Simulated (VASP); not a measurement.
# CoSi (P2_12_12_1) in VASP: further runs

The runs below take CoSi through single point, with PBEsol.

Program: VASP 6.6.1. These are calculated values, not measurements. Logs are shortened: lines on timing, memory, paths and dates and some standing lists are left out, and cuts for length are marked.

## 1. The cell of the first run

It takes space group P2_12_12_1 (No. 19, orthorhombic). The conventional cell has a = 3.892 Å, b = 4.386 Å, c = 4.879 Å, α = 90.00°, β = 90.00°, γ = 90.00°. Co (site symmetry 1) has 7 Si at 2.09 to 2.61 Å and 6 Co at 2.54 to 2.84 Å within 2.9 Å. Within 2.9 Å of Si (site symmetry 1) lie 7 Co at 2.09 to 2.61 Å and 6 Si at 2.55 to 2.85 Å.

## 2. Single point, PBEsol (strain -0.1125 x Voigt [1, -1, 0, 0, 0, 0])

INCAR

```
ALGO = Fast
EDIFF = 1E-6
ENCUT = 520
GGA = PS
ISIF = 2
ISMEAR = 0
LASPH = True
LCHARG = False
LREAL = False
LWAVE = False
NBANDS = 36
NELM = 60
PREC = Accurate
SIGMA = 0.15
```

KPOINTS

```
k-points
0
Gamma
  10 10 10
```

POSCAR

```
CoSi
1.0
    3.8924201512      0.0000000000      0.0000000000
    0.0000000000      4.8792308938      0.0000000000
    0.0000000000      0.0000000000      4.3858255225
Co Si
4 4
Direct
    0.1456446743      0.1456446743      0.1456446743
    0.3543553257      0.8543553257      0.6456446743
    0.6456446743      0.3543553257      0.8543553257
    0.8543553257      0.6456446743      0.3543553257
    0.8433288496      0.8433288496      0.8433288496
    0.6566711504      0.1566711504      0.3433288496
    0.3433288496      0.6566711504      0.1566711504
    0.1566711504      0.3433288496      0.6566711504
```

Potentials or basis: VASP PAW PBE potentials, release 64 (Co, Si).

Command:

```bash
> cat potpaw_PBE.64/Co/POTCAR potpaw_PBE.64/Si/POTCAR > POTCAR
> mpirun -np 1 vasp_std > vasp.out
```

OUTCAR:

```text
EDIFF = 1E-6
   ENCUT = 520
   GGA = PS
   ISIF = 2
   ISMEAR = 0
   LASPH = True
   LREAL = False
   NELM = 60
   PREC = Accurate

 ion  position               nearest neighbor table
   1  0.146  0.146  0.146-   6 2.09   6 2.17   5 2.31   8 2.35   8 2.44   7 2.51   3 2.54   3 2.54
                             7 2.61   2 2.74   2 2.74   4 2.84   4 2.84
   2  0.354  0.854  0.646-   5 2.09   5 2.17   6 2.31   7 2.35   7 2.44   8 2.51   4 2.54   4 2.54
                             8 2.61   1 2.74   1 2.74   3 2.84   3 2.84
   3  0.646  0.354  0.854-   8 2.09   8 2.17   7 2.31   6 2.35   6 2.44   5 2.51   1 2.54   1 2.54
                             5 2.61   4 2.74   4 2.74   2 2.84   2 2.84
   4  0.854  0.646  0.354-   7 2.09   7 2.17   8 2.31   5 2.35   5 2.44   6 2.51   2 2.54   2 2.54
                             6 2.61   3 2.74   3 2.74   1 2.84   1 2.84
   5  0.843  0.843  0.843-   2 2.09   2 2.17   1 2.31   4 2.35   4 2.44   3 2.51   7 2.55   7 2.55
                             3 2.61   6 2.77   6 2.77   8 2.85   8 2.85
   6  0.657  0.157  0.343-   1 2.09   1 2.17   2 2.31   3 2.35   3 2.44   4 2.51   8 2.55   8 2.55
                             4 2.61   5 2.77   5 2.77   7 2.85   7 2.85
   7  0.343  0.657  0.157-   4 2.09   4 2.17   3 2.31   2 2.35   2 2.44   1 2.51   5 2.55   5 2.55
                             1 2.61   8 2.77   8 2.77   6 2.85   6 2.85
   8  0.157  0.343  0.657-   3 2.09   3 2.17   4 2.31   1 2.35   1 2.44   2 2.51   6 2.55   6 2.55
                             2 2.61   7 2.77   7 2.77   5 2.85   5 2.85

  LATTYP: Found a simple orthorhombic cell.
 ALAT       =     3.8924201512
 B/A-ratio  =     1.1267605634
 C/A-ratio  =     1.2535211268

  Lattice vectors:

 A1 = (  -3.8924201512,   0.0000000000,   0.0000000000)
 A2 = (   0.0000000000,   0.0000000000,   4.3858255225)
 A3 = (   0.0000000000,   4.8792308938,   0.0000000000)

Analysis of symmetry for initial positions (statically):
=====================================================================
 Subroutine PRICEL returns:
 Original cell was already a primitive cell.

 Routine SETGRP: Setting up the symmetry group for a
 simple orthorhombic supercell.

 Subroutine GETGRP returns: Found  4 space group operations
 (whereof  1 operations were pure point group operations)
 out of a pool of  8 trial point group operations.

The static configuration has the point symmetry C_1 .
 The point group associated with its full space group is D_2 .

Analysis of symmetry for dynamics (positions and initial velocities):
=====================================================================
 Subroutine PRICEL returns:
 Original cell was already a primitive cell.

 Routine SETGRP: Setting up the symmetry group for a
 simple orthorhombic supercell.

[... 128 lines left out ...]
   NELECT =      52.0000    total number of electrons
   NUPDOWN=      -1.0000    fix difference up-down
   EMIN   =  10.00;   EMAX   =-10.00  energy-range for DOS
   EFERMI =   0.00;   METHOD = LEGACY
   ISMEAR =     0;   SIGMA  =   0.15  broadening in eV -4-tet -1-fermi 0-gaus
   EFERMI_NEDOS =   21; number of points for ismear=-14 and -15
   IALGO  =     68    algorithm
   IMIX   =      4    mixing-type and parameters
     AMIX     =   0.40;   BMIX     =  1.00
     AMIX_MAG =   1.60;   BMIX_MAG =  1.00
  volume/ion in A,a.u.               =      10.41        70.26
  Fermi-wavevector in a.u.,A,eV,Ry     =   1.399164  2.644036 26.635561  1.957659
  Thomas-Fermi vector in A             =   2.522250
   LORBIT       =      0    0 simple, 1 ext, 2 COOP (PROOUT), +10 PAW based schemes
   GGA     = PS    functional components
   LHFCALC =     F    Hartree Fock is set to
   AEXX    =    0.0000 exact exchange contribution
   IVDW    =     0    specifies the selected vdW correction
   LEPSILON=     F    determine dielectric tensor
   LRPA    =     F    only Hartree local field effects (RPA)
 non-spin polarized calculation
 RMM-DIIS sequential band-by-band and
 Gauss-broadening in eV      SIGMA  =   0.15
  energy-cutoff  :      520.00
  volume of cell :       83.30
 maximum number of plane-waves:      2266
 NGX is ok and might be reduce to    30
   NGX = 15   NGY = 19   NGZ = 17

 number of electron      51.9999983 magnetization

 Free energy of the ion-electron system (eV)
  ---------------------------------------------------
  ext. energy  EPLUGINS =         0.00000000
  ---------------------------------------------------
  free energy    TOTEN  =       -57.85616245 eV

  energy without entropy =      -57.83333085  energy(sigma->0) =      -57.84474665

 E-fermi :  12.6491     XC(G=0): -13.1711

 val. band max:       12.6474959767   @ k =   0.0000   0.4000   0.5000
 cond. band min:      12.6559753078   @ k =   0.0000   0.0000   0.0000
 fundamental gap:      0.0084793311
 Fermi energy:        12.6490786596

 k-point     1 :       0.0000    0.0000    0.0000
  band No.  band energies     occupation
      1      -1.3490      2.00000
      2       3.2358      2.00000
      3       4.2798      2.00000
      4       4.7399      2.00000
      5       6.7095      2.00000
      6       6.9228      2.00000
[... 925 lines left out ...]
     35      19.6273      0.00000
     36      19.6535      0.00000

 [... further k-points ...]

------------------------ aborting loop because EDIFF is reached ----------------------------------------

  FORCE on cell =-STRESS in cart. coord.  units (eV):
  Direction    XX          YY          ZZ          XY          YZ          ZX
  --------------------------------------------------------------------------------------
  -------------------------------------------------------------------------------------
  Total       28.1852792     -8.1845487      2.6656259      0.0000000      0.0000000      0.0000000
  in kB      542.1388006   -157.4283286     51.2728373      0.0000000      0.0000000      0.0000000
  external PRESSURE =     145.3277697 kB  Pullay stress =       0.0000000 kB

 VOLUME and BASIS-vectors are now :
 -----------------------------------------------------------------------------
  energy-cutoff  :      520.00
  volume of cell :       83.30
      direct lattice vectors                 reciprocal lattice vectors
     3.892420151  0.000000000  0.000000000     0.256909573  0.000000000  0.000000000
     0.000000000  4.879230894  0.000000000     0.000000000  0.204950334  0.000000000
     0.000000000  0.000000000  4.385825523     0.000000000  0.000000000  0.228007246

 POSITION                                       TOTAL-FORCE (eV/Angst)
 -----------------------------------------------------------------------------------
      0.56691      0.71063      0.63877         0.401385     -0.372057     -0.521506
      1.37930      4.16860      2.83168        -0.401385      0.372057     -0.521506
      2.51312      1.72898      3.74705         0.401385      0.372057      0.521506
      3.32551      3.15025      1.55414        -0.401385     -0.372057      0.521506
      3.28259      4.11480      3.69869         0.395531     -0.143086      0.807073
      2.55604      0.76443      1.50578        -0.395531      0.143086      0.807073
      1.33638      3.20405      0.68713         0.395531      0.143086     -0.807073
      0.60983      1.67518      2.88005        -0.395531     -0.143086     -0.807073
 -----------------------------------------------------------------------------------
    total drift:                               -0.000000     -0.000000     -0.000000

  FREE ENERGIE OF THE ION-ELECTRON SYSTEM (eV)
  ---------------------------------------------------
  free  energy   TOTEN  =       -57.8561624503 eV

  energy  without entropy=      -57.8333308497  energy(sigma->0) =      -57.84474665
```

OSZICAR:

```text
N       E                     dE             d eps       ncg     rms          rms(c)
DAV:   1     0.357762184561E+03    0.35776E+03   -0.22042E+04 15552   0.168E+03
[... 11 lines left out ...]
RMM:  13    -0.578562981976E+02   -0.94557E-04   -0.66698E-04 17905   0.120E-01    0.129E-01
RMM:  14    -0.578562307769E+02    0.67421E-04   -0.16029E-04 20422   0.932E-02    0.912E-02
RMM:  15    -0.578562215802E+02    0.91966E-05   -0.53782E-05 21822   0.327E-02    0.806E-02
RMM:  16    -0.578562164519E+02    0.51283E-05   -0.77942E-06 15789   0.137E-02    0.769E-02
RMM:  17    -0.578561966432E+02    0.19809E-04   -0.55225E-06 17131   0.141E-02    0.691E-02
RMM:  18    -0.578561623734E+02    0.34270E-04   -0.10804E-04 27906   0.565E-02    0.322E-02
RMM:  19    -0.578561624503E+02   -0.76941E-07   -0.13171E-06 11382   0.763E-03
   1 F= -.57856162E+02 E0= -.57844747E+02  d E =-.228316E-01
```

Run time: 20 min. Hardware: 1 thread of Oxide Virtual Turin-like, shared host; peak memory 0.52 GiB.

What came out:

* Free energy: -57.8562 eV
* Pressure: 14.5 GPa
* Largest force: 0.910 eV/Å
* Band gap on the k mesh: zero (bands 26 and 27 overlap by 0.40 eV)

Forces on the atoms (eV/Å):
```
Co   0.401 -0.372 -0.522
Co  -0.401  0.372 -0.522
Co   0.401  0.372  0.522
Co  -0.401 -0.372  0.522
Si   0.396 -0.143  0.807
Si  -0.396  0.143  0.807
Si   0.396  0.143 -0.807
Si  -0.396 -0.143 -0.807
```

Stress tensor (GPa, compression positive):
```
 54.21   0.00   0.00
  0.00 -15.74   0.00
  0.00   0.00   5.13
```

Caveat: the cell differs from its parent crystal (strain -0.1125 x Voigt [1, -1, 0, 0, 0, 0]); the stress differs along the axes, from -16 to 54 GPa; the PAW data sets were made with another functional, which shifts forces and pressure a little.

## 3. Single point, PBEsol (strain -0.0750 x Voigt [1, -1, 0, 0, 0, 0])

INCAR

```
SYSTEM = CoSi
PREC = Accurate ; ENCUT = 520
EDIFF = 1E-6 ; ISMEAR = 0
SIGMA = 0.15 ; LREAL = .FALSE.
LASPH = .TRUE. ; NELM = 100
ALGO = Fast ; ISIF = 2
LWAVE = .FALSE. ; LCHARG = .FALSE.
GGA = PS ; NBANDS = 36
```

KPOINTS

```
Automatic mesh
0
G
  10 10 10
  0 0 0
```

Changes to POSCAR since step 2:

```diff
@@ -2,4 +2,4 @@
 1.0
-    3.8924201512      0.0000000000      0.0000000000
-    0.0000000000      4.8792308938      0.0000000000
+    4.0568886083      0.0000000000      0.0000000000
+    0.0000000000      4.7147624367      0.0000000000
     0.0000000000      0.0000000000      4.3858255225
```

Potentials or basis: VASP PAW PBE potentials, release 64 (Co, Si).

Command:

```bash
> cat potpaw_PBE.64/Co/POTCAR potpaw_PBE.64/Si/POTCAR > POTCAR
> mpirun -np 1 vasp_std > vasp.out
```

Run time: 19 min. Hardware: 1 thread of Oxide Virtual Turin-like, shared host; peak memory 0.53 GiB.

The run converged. Its results:

```yaml
Free_energy: -59.0129 eV
Pressure: 6.4 GPa
Largest_force: 0.431 eV/Å
Band_gap_on_the_k_mesh: zero (bands 26 and 27 overlap by 0.27 eV)
```

Forces on the atoms (eV/Å):
```
Co   0.193 -0.216 -0.171
Co  -0.193  0.216 -0.171
Co   0.193  0.216  0.171
Co  -0.193 -0.216  0.171
Si   0.227 -0.127  0.344
Si  -0.227  0.127  0.344
Si   0.227  0.127 -0.344
Si  -0.227 -0.127 -0.344
```

Stress tensor (GPa, compression positive):
```
 29.93   0.00   0.00
  0.00 -12.82   0.00
  0.00   0.00   2.06
```

Levels at points of the mesh, in eV from the Fermi level:
| k point | band 22 | band 23 | band 24 | band 25 | band 26 | band 27 | band 28 | band 29 | band 30 | band 31 |
| --- | --- | --- | --- | --- | --- | --- | --- | --- | --- | --- |
| (0.00, 0.00, 0.00) | -0.88 | -0.77 | -0.72 | -0.14 | -0.07 | 0.00 | 2.50 | 2.53 | 2.67 | 2.78 |
| (0.50, 0.00, 0.00) | -1.31 | -0.90 | -0.90 | -0.58 | -0.58 | 0.71 | 0.71 | 1.57 | 1.57 | 3.96 |
| (0.00, 0.50, 0.00) | -1.03 | -0.60 | -0.60 | -0.47 | -0.47 | 0.94 | 0.94 | 2.07 | 2.07 | 3.76 |
| (0.50, 0.50, 0.00) | -1.71 | -1.10 | -1.10 | -0.08 | -0.08 | 0.54 | 0.54 | 2.21 | 2.21 | 2.72 |
| (0.00, 0.00, 0.50) | -1.31 | -0.72 | -0.72 | -0.49 | -0.49 | 1.05 | 1.05 | 1.57 | 1.57 | 4.43 |
| (0.50, 0.00, 0.50) | -1.39 | -1.39 | -1.39 | -0.13 | -0.13 | 0.35 | 0.35 | 1.82 | 1.82 | 1.90 |
| (0.00, 0.50, 0.50) | -1.59 | -0.88 | -0.88 | -0.02 | -0.02 | 0.94 | 0.94 | 2.49 | 2.49 | 3.44 |
| (0.50, 0.50, 0.50) | -1.31 | -1.31 | -1.31 | -0.28 | -0.28 | -0.28 | -0.28 | 4.83 | 4.83 | 4.83 |

Caveat: the cell differs from its parent crystal (strain -0.0750 x Voigt [1, -1, 0, 0, 0, 0]); the stress differs along the axes, from -13 to 30 GPa; the PAW data sets were made with another functional, which shifts forces and pressure a little.
